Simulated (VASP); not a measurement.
CaO:

```xyz
2
Lattice="-0.0060 2.3976 2.3976 2.3976 -0.0060 2.3976 2.3916 2.3916 0.0000" Properties=species:S:1:pos:R:3 pbc="T T T"
Ca    0.0000    0.0000    0.0000
O     2.3916    2.3916    2.3976
```

This cell differs from its parent crystal: shear xy strain -0.5%.

Base run:

| Quantity | Value |
| --- | --- |
| Program | VASP 6.6.1 |
| Functional | PBE |
| Potentials or basis | VASP PAW PBE potentials, release 64 (Ca_sv, O) |
| Cutoff | 520 eV |
| k mesh | 10 × 10 × 10 |
| Occupations | fermi-dirac, width 0.02 eV |
| Spin | no spin polarisation |

Its results: band gap on the k mesh 3.62 eV (least direct gap 3.99 eV); pressure 3.1 GPa.

Problem. The run is repeated on the same cell with these changes: functional from PBE to r2SCAN; occupations from fermi-dirac, width 0.02 eV to gaussian, width 0.01 eV. What comes out?

Solution. Band gap on the k mesh 4.18 eV (least direct gap 4.55 eV); pressure 1.0 GPa.

Caveats: the cell stands under pressure (at least some runs); the PAW data sets were made with another functional, which shifts forces and pressure a little (at least some runs).

A k mesh can miss the band edges.
